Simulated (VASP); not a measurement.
# SiC (Imm2) in VASP: a series of runs

The runs below take SiC through single point, with PBEsol.

Program: VASP 6.6.1. These are calculated values, not measurements. Logs are shortened: lines on timing, memory, paths and dates and some standing lists are left out, and cuts for length are marked.

**1. The cell of the first run**

It takes space group Imm2 (No. 44, orthorhombic). The conventional cell has a = 3.081 Å, b = 3.081 Å, c = 4.357 Å, α = 90.00°, β = 90.00°, γ = 90.00°. Si (site symmetry mm2) has 4 C at 1.84 to 1.94 Å within 2.4 Å. Within 2.4 Å of C (site symmetry mm2) lie 4 Si at 1.84 to 1.94 Å.

**2. Single point, PBEsol (mode 4 frozen in at -0.060 Å and mode 5 at +0.000 Å (largest displacements))**

Contents of INCAR:

```
  ALGO = Normal
  EDIFF = 1E-6
  ENCUT = 520
  GGA = PS
  ISIF = 2
  ISMEAR = 0
  LASPH = T
  LCHARG = F
  LREAL = F
  LWAVE = F
  NBANDS = 11
  NELM = 100
  PREC = Accurate
  SIGMA = 0.05
```

Contents of KPOINTS:

```
k-points
0
Gamma
  10 10 10
```

Contents of POSCAR:

```
SiC
1.0
    0.0000000000      2.1783945700      2.1783945700
    2.1783945700      0.0000000000      2.1783945700
    2.1783945700      2.1783945700      0.0000000000
Si C
1 1
Direct
   -0.0058896495      0.0058896495      0.0058896495
    0.7637716098      0.7362283902      0.7362283902
```

Potentials or basis: VASP PAW PBE potentials, release 64 (Si, C).

The run is started by

```
cat potpaw_PBE.64/Si/POTCAR potpaw_PBE.64/C/POTCAR > POTCAR
mpirun -np 1 vasp_std > vasp.out
```

OUTCAR:

```text
EDIFF = 1E-6
   ENCUT = 520
   GGA = PS
   ISIF = 2
   ISMEAR = 0
   LASPH = T
   LREAL = F
   NELM = 100
   PREC = Accurate

 ion  position               nearest neighbor table
   1  0.994  0.006  0.006-   2 1.84   2 1.84   2 1.94   2 1.94
   2  0.764  0.736  0.736-   1 1.84   1 1.84   1 1.94   1 1.94

  LATTYP: Found a face centered cubic cell.
 ALAT       =     4.3567891400

  Lattice vectors:

 A1 = (   0.0000000000,   2.1783945700,   2.1783945700)
 A2 = (   2.1783945700,   0.0000000000,   2.1783945700)
 A3 = (   2.1783945700,   2.1783945700,   0.0000000000)

Analysis of symmetry for initial positions (statically):
=====================================================================
 Subroutine PRICEL returns:
 Original cell was already a primitive cell.

 Routine SETGRP: Setting up the symmetry group for a
 face centered cubic supercell.

 Subroutine GETGRP returns: Found  4 space group operations
 (whereof  4 operations were pure point group operations)
 out of a pool of 48 trial point group operations.

The static configuration has the point symmetry C_2v.

Analysis of symmetry for dynamics (positions and initial velocities):
=====================================================================
 Subroutine PRICEL returns:
 Original cell was already a primitive cell.

 Routine SETGRP: Setting up the symmetry group for a
 face centered cubic supercell.

 Subroutine GETGRP returns: Found  4 space group operations
 (whereof  4 operations were pure point group operations)
 out of a pool of 48 trial point group operations.

The dynamic configuration has the point symmetry C_2v.

 Subroutine INISYM returns: Found  4 space group operations
 (whereof  4 operations are pure point group operations),
 and found     1 'primitive' translations

----------------------------------------------------------------------------------------

                                     Primitive cell

  volume of cell :      20.6747

  direct lattice vectors                    reciprocal lattice vectors
     0.000000000  2.178394570  2.178394570    -0.229526830  0.229526830  0.229526830
     2.178394570  0.000000000  2.178394570     0.229526830 -0.229526830  0.229526830
     2.178394570  2.178394570  0.000000000     0.229526830  0.229526830 -0.229526830

  length of vectors
     3.080715145  3.080715145  3.080715145     0.397552131  0.397552131  0.397552131

  position of ions in fractional coordinates (direct lattice)
     0.994110351  0.005889649  0.005889649
     0.763771610  0.736228390  0.736228390

  ion indices of the primitive-cell ions
   primitive index   ion index
                 1           1
                 2           2

----------------------------------------------------------------------------------------

 KPOINTS: k-points

Automatic generation of k-mesh.
 Grid dimensions read from file:
 generate k-points for:   10   10   10

 Generating k-lattice:

  Cartesian coordinates                     Fractional coordinates (reciprocal lattice)
    -0.022952683  0.022952683  0.022952683     0.100000000  0.000000000  0.000000000
     0.022952683 -0.022952683  0.022952683     0.000000000  0.100000000  0.000000000
     0.022952683  0.022952683 -0.022952683     0.000000000  0.000000000  0.100000000

  Length of vectors
     0.039755213  0.039755213  0.039755213

  Shift w.r.t. Gamma in fractional coordinates (k-lattice)
     0.000000000  0.000000000  0.000000000

 Subroutine IBZKPT returns following result:
 ===========================================

 Found    171 irreducible k-points:

 Following reciprocal coordinates:
            Coordinates               Weight
  0.000000  0.000000  0.000000      1.000000
  0.100000  0.000000  0.000000      4.000000
  0.000000  0.100000  0.000000      4.000000
  0.200000  0.000000  0.000000      4.000000
  0.000000  0.200000  0.000000      4.000000
  0.300000  0.000000  0.000000      4.000000
[... 16 lines left out ...]
  0.000000  0.400000  0.100000      4.000000
  0.100000  0.000000  0.400000      8.000000
 [... further k-points ...]
   k-points           NKPTS =    171   k-points in BZ     NKDIM =    171   number of bands    NBANDS=     11
   number of dos      NEDOS =    301   number of ions     NIONS =      2
   total plane-waves  NPLWV =  13824
   dimension x,y,z NGX =    24 NGY =   24 NGZ =   24
   dimension x,y,z NGXF=    48 NGYF=   48 NGZF=   48
   ions per type =               1   1
   NGX,Y,Z   is equivalent  to a cutoff of  12.95, 12.95, 12.95 a.u.
   NGXF,Y,Z  is equivalent  to a cutoff of  25.90, 25.90, 25.90 a.u.
 SYSTEM =  unknown system
   PREC   = accura    normal or accurate (medium, high low for compatibility)
   ISTART =      0    job   : 0-new  1-cont  2-samecut
   ICHARG =      2    charge: 1-file 2-atom 10-const
   ISPIN  =      1    spin polarized calculation?
   LNONCOLLINEAR =      F non collinear calculations
   LSORBIT =      F    spin-orbit coupling
   LASPH  =      T    aspherical Exc in radial PAW
   ENCUT  =  520.0 eV  38.22 Ry    6.18 a.u.   5.73  5.73  5.73*2*pi/ulx,y,z
   NELM   =    100;   NELMIN=  2; NELMDL= -5     # of ELM steps
   EDIFF  = 0.1E-05   stopping-criterion for ELM
   LREAL  =      F    real-space projection
   EDIFFG = 0.1E-04   stopping-criterion for IOM
   NSW    =      0    number of steps for IOM
   IBRION =     -1    ionic relax: 0-MD 1-quasi-New 2-CG
   NFREE  =      0    steps in history (QN), initial steepest desc. (CG)
   ISIF   =      2    stress and relaxation
   ISYM   =      2    0-nonsym 1-usesym 2-fastsym
   POTIM  = 0.5000    time-step for ionic-motion
   TEBEG  =    0.0;   TEEND  =   0.0 temperature during run
   PSTRESS=    0.0 pullay stress
   NELECT =       8.0000    total number of electrons
   NUPDOWN=      -1.0000    fix difference up-down
   EMIN   =  10.00;   EMAX   =-10.00  energy-range for DOS
   EFERMI =   0.00;   METHOD = LEGACY
   ISMEAR =     0;   SIGMA  =   0.05  broadening in eV -4-tet -1-fermi 0-gaus
   EFERMI_NEDOS =   21; number of points for ismear=-14 and -15
   IALGO  =     38    algorithm
   IMIX   =      4    mixing-type and parameters
     AMIX     =   0.40;   BMIX     =  1.00
     AMIX_MAG =   1.60;   BMIX_MAG =  1.00
  volume/ion in A,a.u.               =      10.34        69.76
  Fermi-wavevector in a.u.,A,eV,Ry     =   1.192957  2.254363 19.363097  1.423147
  Thomas-Fermi vector in A             =   2.328983
   LORBIT       =      0    0 simple, 1 ext, 2 COOP (PROOUT), +10 PAW based schemes
   GGA     = PS    functional components
   LHFCALC =     F    Hartree Fock is set to
   AEXX    =    0.0000 exact exchange contribution
   IVDW    =     0    specifies the selected vdW correction
   LEPSILON=     F    determine dielectric tensor
   LRPA    =     F    only Hartree local field effects (RPA)
 non-spin polarized calculation
 Gauss-broadening in eV      SIGMA  =   0.05
  energy-cutoff  :      520.00
  volume of cell :       20.67
 maximum number of plane-waves:       568
   NGX = 11   NGY = 11   NGZ = 11

 number of electron       8.0000000 magnetization

 Free energy of the ion-electron system (eV)
  ---------------------------------------------------
  ext. energy  EPLUGINS =         0.00000000
  ---------------------------------------------------
  free energy    TOTEN  =       -15.84482406 eV

  energy without entropy =      -15.84482406  energy(sigma->0) =      -15.84482406

 E-fermi :   8.7395     XC(G=0): -11.5084

 val. band max:        8.4435999837   @ k =   0.0000   0.0000   0.0000
 cond. band min:       9.2779158238   @ k =   0.5000   0.5000   0.0000
 fundamental gap:      0.8343158401
 Fermi energy:         8.7395488626

 k-point     1 :       0.0000    0.0000    0.0000
  band No.  band energies     occupation
      1      -7.3700      2.00000
      2       7.6396      2.00000
      3       8.0800      2.00000
      4       8.4436      2.00000
      5      14.2278      0.00000
      6      15.1745      0.00000
      7      15.3061      0.00000
      8      15.5019      0.00000
      9      22.5087      0.00000
     10      22.5141      0.00000
     11      24.3085      0.00000

 k-point     2 :       0.1000    0.0000    0.0000
  band No.  band energies     occupation
      1      -7.1747      2.00000
      2       7.2204      2.00000
      3       7.5163      2.00000
      4       8.1125      2.00000
      5      14.5103      0.00000
      6      15.3276      0.00000
      7      15.6383      0.00000
      8      15.7441      0.00000
      9      21.6194      0.00000
     10      21.6195      0.00000
     11      23.9861      0.00000

 k-point     3 :       0.0000    0.1000    0.0000
  band No.  band energies     occupation
      1      -7.1729      2.00000
      2       6.7816      2.00000
      3       7.8371      2.00000
      4       8.2987      2.00000
      5      14.4582      0.00000
      6      15.4172      0.00000
      7      15.4767      0.00000
      8      15.8652      0.00000
      9      21.4426      0.00000
     10      21.5068      0.00000
     11      24.2210      0.00000

 k-point     4 :       0.2000    0.0000    0.0000
  band No.  band energies     occupation
      1      -6.5979      2.00000
      2       5.0609      2.00000
      3       7.2295      2.00000
      4       7.7954      2.00000
      5      14.1846      0.00000
      6      15.6472      0.00000
      7      16.1120      0.00000
      8      16.7903      0.00000
      9      20.9444      0.00000
     10      21.1317      0.00000
     11      23.1013      0.00000

 k-point     5 :       0.0000    0.2000    0.0000
  band No.  band energies     occupation
      1      -6.5897      2.00000
      2       4.7403      2.00000
      3       7.4902      2.00000
      4       7.9718      2.00000
      5      14.1807      0.00000
      6      15.7466      0.00000
      7      16.1599      0.00000
      8      16.7788      0.00000
      9      20.6997      0.00000
     10      20.7821      0.00000
     11      23.3591      0.00000
[... 211 lines left out ...]
 k-point    21 :       0.2000   -0.1000   -0.1000
  band No.  band energies     occupation
      1      -5.8465      2.00000
      2       3.5287      2.00000
      3       6.4843      2.00000
      4       7.2571      2.00000
      5      13.7398      0.00000
      6      15.4519      0.00000
      7      16.8766      0.00000
      8      17.0611      0.00000
      9      20.3541      0.00000
     10      22.9216      0.00000
     11      24.0336      0.00000

 k-point    22 :       0.4000    0.1000    0.0000
  band No.  band energies     occupation
      1      -4.7674      2.00000
      2       1.4218      2.00000
      3       6.2745      2.00000
      4       6.8211      2.00000
      5      13.5622      0.00000
      6      15.1881      0.00000
      7      16.1140      0.00000
      8      18.0721      0.00000
      9      21.6045      0.00000
     10      24.2957      0.00000
     11      24.7743      0.00000

 k-point    23 :       0.0000    0.4000    0.1000
  band No.  band energies     occupation
      1      -4.7204      2.00000
      2       1.1621      2.00000
      3       6.4595      2.00000
      4       6.9474      2.00000
      5      13.6704      0.00000
      6      15.3430      0.00000
      7      16.1202      0.00000
      8      17.9911      0.00000
      9      21.3952      0.00000
     10      24.4178      0.00000
     11      24.5342      0.00000

 k-point    24 :       0.1000    0.0000    0.4000
  band No.  band energies     occupation
      1      -4.7152      2.00000
      2       1.1319      2.00000
      3       6.5102      2.00000
      4       6.9527      2.00000
      5      13.5444      0.00000
      6      15.1574      0.00000
      7      16.5587      0.00000
      8      18.0032      0.00000
      9      21.2708      0.00000
     10      24.1978      0.00000
     11      24.5905      0.00000

 [... further k-points ...]
[... 5 lines left out ...]
  --------------------------------------------------------------------------------------
  -------------------------------------------------------------------------------------
  Total        0.0394665      0.2171479      0.2171479      0.0000000     -0.7427184      0.0000000
  in kB        3.0584342     16.8277712     16.8277712      0.0000000    -57.5566000      0.0000000
  external PRESSURE =      12.2379922 kB  Pullay stress =       0.0000000 kB

 VOLUME and BASIS-vectors are now :
 -----------------------------------------------------------------------------
  energy-cutoff  :      520.00
  volume of cell :       20.67
      direct lattice vectors                 reciprocal lattice vectors
     0.000000000  2.178394570  2.178394570    -0.229526830  0.229526830  0.229526830
     2.178394570  0.000000000  2.178394570     0.229526830 -0.229526830  0.229526830
     2.178394570  2.178394570  0.000000000     0.229526830  0.229526830 -0.229526830

 POSITION                                       TOTAL-FORCE (eV/Angst)
 -----------------------------------------------------------------------------------
      0.02566      2.17839      2.17839        -1.629818      0.000000      0.000000
      3.20759      3.26759      3.26759         1.629818      0.000000      0.000000
 -----------------------------------------------------------------------------------
    total drift:                                0.000002     -0.000000     -0.000000

  FREE ENERGIE OF THE ION-ELECTRON SYSTEM (eV)
  ---------------------------------------------------
  free  energy   TOTEN  =       -15.8448240646 eV

  energy  without entropy=      -15.8448240646  energy(sigma->0) =      -15.84482406
```

Run time: 10 s. Hardware: 1 thread of Intel Xeon 6975P-C (Granite Rapids), shared host; peak memory 0.15 GiB.

Results:

```yaml
Free_energy: -15.8448 eV
Pressure: 1.2 GPa
Largest_force: 1.630 eV/Å
Band_gap_on_the_k_mesh: 0.83 eV, indirect (least direct gap 4.24 eV)
```

Forces on the atoms (eV/Å):
```
Si  -1.630  0.000  0.000
C    1.630  0.000  0.000
```

Levels at points of the mesh, in eV from the valence-band top:
| k point | band 2 | band 3 | band 4 | band 5 | band 6 | band 7 |
| --- | --- | --- | --- | --- | --- | --- |
| (0.00, 0.00, 0.00) | -0.80 | -0.36 | 0.00 | 5.78 | 6.73 | 6.86 |
| (0.50, 0.00, 0.00) | -8.81 | -1.80 | -1.24 | 4.98 | 6.38 | 6.99 |
| (0.00, 0.50, 0.00) | -9.15 | -1.60 | -1.10 | 4.96 | 6.53 | 7.17 |
| (0.50, 0.50, 0.00) | -8.23 | -3.57 | -3.57 | 0.83 | 3.78 | 13.57 |
| (0.00, 0.50, 0.50) | -8.19 | -3.82 | -3.39 | 0.84 | 3.83 | 13.57 |

Caveat: the cell differs from its parent crystal (mode 4 frozen in at -0.060 Å and mode 5 at +0.000 Å (largest displacements)); the PAW data sets were made with another functional, which shifts forces and pressure a little. A k mesh can miss the band edges.

[end of part 1 of 2]
